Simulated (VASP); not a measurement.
# GaAs (R-3m) in VASP: further runs

The runs below take GaAs through single point, relaxation of cell and atoms, with PBE.

All numbers are computed with VASP 6.6.1; they aren't measurements. Logs are shortened: lines on timing, memory, paths and dates and some standing lists are left out, and cuts for length are marked.

## 1. The cell of the first run

Symmetry: R-3m, No. 166, trigonal system. The conventional cell has a = 5.499 Å, b = 5.499 Å, c = 14.265 Å, α = 90.00°, β = 90.00°, γ = 120.00°. Ga (site symmetry 3m) has 3 As at 1.98 Å within 2.6 Å. Within 3.6 Å of Ga (site symmetry -3m) lie 6 As at 2.75 Å and 8 Ga at 3.39 to 3.57 Å. As (site symmetry 2/m) has 2 Ga at 1.98 Å within 2.6 Å.

The cell was built from a structure type or drawn by symmetry, and may not be a known phase.

## 2. Single point, PBE

Input file INCAR:

```
ALGO     = Normal         # electronic algorithm
EDIFF    = 1E-7           # SCF threshold, eV
ENCUT    = 520            # plane-wave cutoff, eV
GGA      = PE             # functional
ISIF     = 2              # what is computed and relaxed
ISMEAR   = 0              # smearing method
LASPH    = True           # aspherical terms in the spheres
LCHARG   = True           # write CHGCAR
LELF     = True           # ELF
LREAL    = False          # projectors in reciprocal space
LVHAR    = True         
LWAVE    = False          # write WAVECAR
NBANDS   = 36             # bands
NELM     = 60             # most SCF steps
PREC     = Accurate       # precision mode
SIGMA    = 0.1            # smearing width, eV
```

Input file KPOINTS:

```
k-points
0
Gamma
  6 6 6
```

Input file POSCAR:

```
GaAs
1.0
    2.7496709400      1.5875232600      4.7550264100
   -2.7496709400      1.5875232600      4.7550264100
    0.0000000000     -3.1750465100      4.7550264100
Ga As
3 3
Direct
    0.2499957600      0.2499957600      0.2499957600
    0.7500042400      0.7500042400      0.7500042400
    0.0000000000      0.0000000000      0.0000000000
    0.5000000000      0.5000000000      0.0000000000
    0.0000000000      0.5000000000      0.5000000000
    0.5000000000      0.0000000000      0.5000000000
```

Potentials or basis: VASP PAW PBE potentials, release 64 (Ga_d, As).

Launch:

```console
> cat potpaw_PBE.64/Ga_d/POTCAR potpaw_PBE.64/As/POTCAR > POTCAR
> mpirun -np 1 vasp_std > vasp.out
```

OUTCAR:

```text
EDIFF = 1E-7
   ENCUT = 520
   GGA = PE
   ISIF = 2
   ISMEAR = 0
   LASPH = True
   LREAL = False
   NELM = 60
   PREC = Accurate

 ion  position               nearest neighbor table
   1  0.250  0.250  0.250-   5 1.98   6 1.98   4 1.98
   2  0.750  0.750  0.750-   5 1.98   6 1.98   4 1.98
   3  0.000  0.000  0.000-   5 2.75   6 2.75   5 2.75   6 2.75   4 2.75   4 2.75
   4  0.500  0.500  0.000-   1 1.98   2 1.98   5 2.75   6 2.75   6 2.75   5 2.75   3 2.75   3 2.75

   5  0.000  0.500  0.500-   1 1.98   2 1.98   3 2.75   4 2.75   3 2.75   4 2.75   6 2.75   6 2.75

   6  0.500  0.000  0.500-   1 1.98   2 1.98   3 2.75   4 2.75   4 2.75   3 2.75   5 2.75   5 2.75

  LATTYP: Found a trigonal (rhomboedric) cell.
 ALAT       =     5.7176215806
 COS(alpha) =     0.5374479323

  Lattice vectors:

 A1 = (   2.7496709400,   1.5875232600,   4.7550264100)
 A2 = (  -2.7496709400,   1.5875232600,   4.7550264100)
 A3 = (   0.0000000000,  -3.1750465100,   4.7550264100)

Analysis of symmetry for initial positions (statically):
=====================================================================
 Subroutine PRICEL returns:
 Original cell was already a primitive cell.

 Routine SETGRP: Setting up the symmetry group for a
 trigonal (rhombohedral) supercell.

 Subroutine GETGRP returns: Found 12 space group operations
 (whereof 12 operations were pure point group operations)
 out of a pool of 12 trial point group operations.

The static configuration has the point symmetry D_3d.

Analysis of symmetry for dynamics (positions and initial velocities):
=====================================================================
 Subroutine PRICEL returns:
 Original cell was already a primitive cell.

 Routine SETGRP: Setting up the symmetry group for a
 trigonal (rhombohedral) supercell.

 Subroutine GETGRP returns: Found 12 space group operations
 (whereof 12 operations were pure point group operations)
 out of a pool of 12 trial point group operations.

The dynamic configuration has the point symmetry D_3d.

 Subroutine INISYM returns: Found 12 space group operations
 (whereof 12 operations are pure point group operations),
 and found     1 'primitive' translations

----------------------------------------------------------------------------------------

                                     Primitive cell

  volume of cell :     124.5389

  direct lattice vectors                    reciprocal lattice vectors
     2.749670940  1.587523260  4.755026410     0.181839940  0.104985339  0.070101258
    -2.749670940  1.587523260  4.755026410    -0.181839940  0.104985339  0.070101258
     0.000000000 -3.175046510  4.755026410     0.000000000 -0.209970677  0.070101258

  length of vectors
     5.717621581  5.717621581  5.717621577     0.221363664  0.221363664  0.221363664

  position of ions in fractional coordinates (direct lattice)
     0.249995760  0.249995760  0.249995760
     0.750004240  0.750004240  0.750004240
     0.000000000  0.000000000  0.000000000
     0.500000000  0.500000000  1.000000000
     0.000000000  0.500000000  0.500000000
     0.500000000  0.000000000  0.500000000

  ion indices of the primitive-cell ions
   primitive index   ion index
                 1           1
                 2           2
                 3           3
                 4           4
                 5           5
                 6           6

----------------------------------------------------------------------------------------

 KPOINTS: k-points

Automatic generation of k-mesh.
 Grid dimensions read from file:
 generate k-points for:    6    6    6

 Generating k-lattice:

  Cartesian coordinates                     Fractional coordinates (reciprocal lattice)
     0.030306657  0.017497556  0.011683543     0.166666667  0.000000000  0.000000000
    -0.030306657  0.017497556  0.011683543     0.000000000  0.166666667  0.000000000
     0.000000000 -0.034995113  0.011683543    -0.000000000 -0.000000000  0.166666667

  Length of vectors
     0.036893944  0.036893944  0.036893944

  Shift w.r.t. Gamma in fractional coordinates (k-lattice)
     0.000000000  0.000000000  0.000000000

 Subroutine IBZKPT returns following result:
 ===========================================

 Found     32 irreducible k-points:

 Following reciprocal coordinates:
            Coordinates               Weight
  0.000000  0.000000  0.000000      1.000000
  0.166667 -0.000000  0.000000      6.000000
  0.333333  0.000000 -0.000000      6.000000
  0.500000 -0.000000  0.000000      3.000000
  0.166667  0.166667  0.000000      6.000000
  0.333333  0.166667  0.000000     12.000000
[... 16 lines left out ...]
  0.500000  0.500000  0.166667      6.000000
 -0.333333  0.500000  0.166667     12.000000
 [... further k-points ...]
   k-points           NKPTS =     32   k-points in BZ     NKDIM =     32   number of bands    NBANDS=     36
   number of dos      NEDOS =    301   number of ions     NIONS =      6
   total plane-waves  NPLWV = 110592
   dimension x,y,z NGX =    48 NGY =   48 NGZ =   48
   dimension x,y,z NGXF=    96 NGYF=   96 NGZF=   96
   ions per type =               3   3
   NGX,Y,Z   is equivalent  to a cutoff of  13.96, 13.96, 13.96 a.u.
   NGXF,Y,Z  is equivalent  to a cutoff of  27.91, 27.91, 27.91 a.u.
 SYSTEM =  unknown system
   PREC   = accura    normal or accurate (medium, high low for compatibility)
   ISTART =      0    job   : 0-new  1-cont  2-samecut
   ICHARG =      2    charge: 1-file 2-atom 10-const
   ISPIN  =      1    spin polarized calculation?
   LNONCOLLINEAR =      F non collinear calculations
   LSORBIT =      F    spin-orbit coupling
   LASPH  =      T    aspherical Exc in radial PAW
   ENCUT  =  520.0 eV  38.22 Ry    6.18 a.u.  10.63 10.63 10.63*2*pi/ulx,y,z
   NELM   =     60;   NELMIN=  2; NELMDL= -5     # of ELM steps
   EDIFF  = 0.1E-06   stopping-criterion for ELM
   LREAL  =      F    real-space projection
   EDIFFG = 0.1E-05   stopping-criterion for IOM
   NSW    =      0    number of steps for IOM
   IBRION =     -1    ionic relax: 0-MD 1-quasi-New 2-CG
   NFREE  =      0    steps in history (QN), initial steepest desc. (CG)
   ISIF   =      2    stress and relaxation
   ISYM   =      2    0-nonsym 1-usesym 2-fastsym
   POTIM  = 0.5000    time-step for ionic-motion
   TEBEG  =    0.0;   TEEND  =   0.0 temperature during run
   PSTRESS=    0.0 pullay stress
   NELECT =      54.0000    total number of electrons
   NUPDOWN=      -1.0000    fix difference up-down
   EMIN   =  10.00;   EMAX   =-10.00  energy-range for DOS
   EFERMI =   0.00;   METHOD = LEGACY
   ISMEAR =     0;   SIGMA  =   0.10  broadening in eV -4-tet -1-fermi 0-gaus
   EFERMI_NEDOS =   21; number of points for ismear=-14 and -15
   IALGO  =     38    algorithm
   IMIX   =      4    mixing-type and parameters
     AMIX     =   0.40;   BMIX     =  1.00
     AMIX_MAG =   1.60;   BMIX_MAG =  1.00
  volume/ion in A,a.u.               =      20.76       140.07
  Fermi-wavevector in a.u.,A,eV,Ry     =   1.239094  2.341549 20.889774  1.535355
  Thomas-Fermi vector in A             =   2.373592
   LORBIT       =      0    0 simple, 1 ext, 2 COOP (PROOUT), +10 PAW based schemes
   GGA     = PE    functional components
   LHFCALC =     F    Hartree Fock is set to
   AEXX    =    0.0000 exact exchange contribution
   IVDW    =     0    specifies the selected vdW correction
   LEPSILON=     F    determine dielectric tensor
   LRPA    =     F    only Hartree local field effects (RPA)
 non-spin polarized calculation
 Gauss-broadening in eV      SIGMA  =   0.10
  energy-cutoff  :      520.00
  volume of cell :      124.54
 maximum number of plane-waves:      3372
 NGX is ok and might be reduce to    48
   NGX = 21   NGY = 21   NGZ = 21

 number of electron      53.9999990 magnetization

 Free energy of the ion-electron system (eV)
  ---------------------------------------------------
  ext. energy  EPLUGINS =         0.00000000
  ---------------------------------------------------
  free energy    TOTEN  =        -8.57569341 eV

  energy without entropy =       -8.55668469  energy(sigma->0) =       -8.56618905

 E-fermi :   5.0441     XC(G=0):  -9.7679

 val. band max:        5.0425553426   @ k =  -0.3333   0.3333   0.0000
 cond. band min:       5.0442277502   @ k =  -0.1667   0.3333   0.1667
 fundamental gap:      0.0016724076
 Fermi energy:         5.0440895709

 k-point     1 :       0.0000    0.0000    0.0000
  band No.  band energies     occupation
      1     -11.7659      2.00000
      2     -11.7659      2.00000
      3     -11.5723      2.00000
      4     -11.5361      2.00000
      5     -11.5361      2.00000
      6     -11.3196      2.00000
[... 28 lines left out ...]
     35      12.6255      0.00000
     36      13.1477      0.00000

 k-point     2 :       0.1667   -0.0000    0.0000
  band No.  band energies     occupation
      1     -11.7675      2.00000
      2     -11.7654      2.00000
      3     -11.6745      2.00000
      4     -11.5371      2.00000
      5     -11.3774      2.00000
      6     -11.3151      2.00000
[... 28 lines left out ...]
     35      12.4133      0.00000
     36      13.0713      0.00000

 k-point     3 :       0.3333    0.0000   -0.0000
  band No.  band energies     occupation
      1     -11.7753      2.00000
      2     -11.7643      2.00000
      3     -11.7194      2.00000
      4     -11.5392      2.00000
      5     -11.3050      2.00000
      6     -11.2987      2.00000
[... 28 lines left out ...]
     35      10.2312      0.00000
     36      12.0898      0.00000
[... 742 lines left out ...]
 k-point    23 :       0.5000    0.5000    0.1667
  band No.  band energies     occupation
      1     -11.7755      2.00000
      2     -11.7655      2.00000
      3     -11.7246      2.00000
      4     -11.5350      2.00000
      5     -11.3052      2.00000
      6     -11.2947      2.00000
[... 28 lines left out ...]
     35      10.4259      0.00000
     36      10.7235      0.00000

 k-point    24 :      -0.3333    0.5000    0.1667
  band No.  band energies     occupation
      1     -11.7797      2.00000
      2     -11.7665      2.00000
      3     -11.7369      2.00000
      4     -11.5345      2.00000
      5     -11.2994      2.00000
      6     -11.2886      2.00000
[... 28 lines left out ...]
     35      10.4571      0.00000
     36      10.8381      0.00000

 [... further k-points ...]

------------------------ aborting loop because EDIFF is reached ----------------------------------------

  FORCE on cell =-STRESS in cart. coord.  units (eV):
  Direction    XX          YY          ZZ          XY          YZ          ZX
  --------------------------------------------------------------------------------------
  -------------------------------------------------------------------------------------
  Total       44.8466903     44.8466903     33.6261479      0.0000000      0.0000000      0.0000000
  in kB      576.9470751    576.9470746    432.5961978      0.0000000      0.0000003      0.0000000
  external PRESSURE =     528.8301158 kB  Pullay stress =       0.0000000 kB

 VOLUME and BASIS-vectors are now :
 -----------------------------------------------------------------------------
  energy-cutoff  :      520.00
  volume of cell :      124.54
      direct lattice vectors                 reciprocal lattice vectors
     2.749670940  1.587523260  4.755026410     0.181839940  0.104985339  0.070101258
    -2.749670940  1.587523260  4.755026410    -0.181839940  0.104985339  0.070101258
     0.000000000 -3.175046510  4.755026410     0.000000000 -0.209970677  0.070101258

 POSITION                                       TOTAL-FORCE (eV/Angst)
 -----------------------------------------------------------------------------------
      0.00000      0.00000      3.56621         0.000000     -0.000000    -15.905588
      0.00000      0.00000     10.69887         0.000000      0.000000     15.905588
      0.00000      0.00000      0.00000         0.000000      0.000000      0.000000
      0.00000      1.58752      4.75503         0.000000      0.000000      0.000000
     -1.37484     -0.79376      4.75503         0.000000      0.000000     -0.000000
      1.37484     -0.79376      4.75503         0.000000      0.000000     -0.000000
 -----------------------------------------------------------------------------------
    total drift:                                0.000000     -0.000000      0.000000

  FREE ENERGIE OF THE ION-ELECTRON SYSTEM (eV)
  ---------------------------------------------------
  free  energy   TOTEN  =        -8.5756934104 eV

  energy  without entropy=       -8.5566846943  energy(sigma->0) =       -8.56618905
```

Run time: 7.8 min. Hardware: 1 thread of AMD EPYC 7R43 (Zen 3), shared host; peak memory 0.33 GiB.

What came out:

```yaml
Free_energy: -8.5757 eV
Pressure: 52.9 GPa
Largest_force: 15.906 eV/Å
Band_gap_on_the_k_mesh: zero (bands 27 and 28 overlap by 2.09 eV)
```

Forces in eV/Å, atoms in the order of the input:
```
Ga    0.000   0.000 -15.906
Ga    0.000   0.000  15.906
Ga    0.000   0.000   0.000
As    0.000   0.000   0.000
As    0.000   0.000   0.000
As    0.000   0.000   0.000
```

Stress tensor (GPa, compression positive):
```
57.69  0.00  0.00
 0.00 57.69  0.00
 0.00  0.00 43.26
```

Levels at points of the mesh, in eV from the Fermi level:
```tsv
k point	band 25	band 26	band 27	band 28	band 29	band 30
(0.00, 0.00, 0.00)	-2.66	-2.66	0.27	2.02	2.02	2.15
(0.50, 0.00, 0.00)	-2.55	-1.72	-1.53	-0.05	1.07	1.96
(0.50, 0.50, 0.00)	-2.83	-1.16	0.56	0.63	0.92	1.76
(0.50, 0.50, 0.50)	-2.37	-0.88	0.89	2.99	3.12	3.12
```

Caveat: the cell stands under pressure; forces of over 1 eV/Å act on the atoms, so gaps and moduli don't describe the material at rest.

## 3. Single point, PBE

This run uses another cell than the first one, of 23.08 Å³/atom.

Input file INCAR:

```
SYSTEM = GaAs
ALGO = Normal
EDIFF = 1E-6
ENCUT = 520
GGA = PE
ISIF = 2
ISMEAR = 0
LASPH = .TRUE.
LCHARG = .TRUE.
LELF = .TRUE.
LREAL = .FALSE.
LVHAR = .TRUE.
LWAVE = .FALSE.
NBANDS = 36
NELM = 100
PREC = Accurate
SIGMA = 0.1
```

Input file KPOINTS:

```
k-points
0
G
  6 6 6
  0 0 0
```

Input file POSCAR:

```
GaAs
1.0
    2.8543136084      1.6479387319      4.9071239173
   -2.8543136084      1.6479387319      4.9071239173
    0.0000000000     -3.2958774586      4.9071239190
Ga As
3 3
Direct
    0.1852926120      0.1852926120      0.1852926120
    0.8147073880      0.8147073880      0.8147073880
    0.0000000000      0.0000000000      0.0000000000
    0.5000000000      0.5000000000      0.0000000000
    0.0000000000      0.5000000000      0.5000000000
    0.5000000000      0.0000000000      0.5000000000
```

Potentials or basis: VASP PAW PBE potentials, release 64 (Ga_d, As).

Launch:

```console
> cat potpaw_PBE.64/Ga_d/POTCAR potpaw_PBE.64/As/POTCAR > POTCAR
> mpirun -np 1 vasp_std > vasp.out
```

Wall time 5.1 min (1 thread of AMD EPYC 7R43 (Zen 3), shared host); peak memory 0.34 GiB.

Results (log left out):

| Item | Value |
| --- | --- |
| Free energy | -21.4877 eV |
| Pressure | 0.0 GPa |
| Largest force | 0.011 eV/Å |
| Band gap on the k mesh | zero (bands 27 and 28 overlap by 1.16 eV) |

Forces in eV/Å, atoms in the order of the input:
```
Ga   0.000  0.000 -0.011
Ga   0.000  0.000  0.011
Ga   0.000  0.000  0.000
As   0.000  0.000  0.000
As   0.000  0.000  0.000
As   0.000  0.000  0.000
```

Levels at points of the mesh, in eV from the Fermi level:
```tsv
k point	band 23	band 24	band 25	band 26	band 27	band 28	band 29	band 30	band 31	band 32
(0.00, 0.00, 0.00)	-4.19	-4.14	-2.91	-1.29	-1.29	0.23	0.23	2.56	3.09	3.83
(0.50, 0.00, 0.00)	-2.56	-2.50	-2.37	-1.14	-0.98	-0.90	0.98	1.07	2.30	3.47
(0.50, 0.50, 0.00)	-2.45	-1.38	-1.35	-0.50	-0.43	-0.35	0.92	0.98	1.50	1.78
(0.50, 0.50, 0.50)	-5.13	-1.66	-1.17	-1.17	-0.94	2.95	3.14	3.16	3.23	3.23
```

(Part 1 of 2 ends here.)
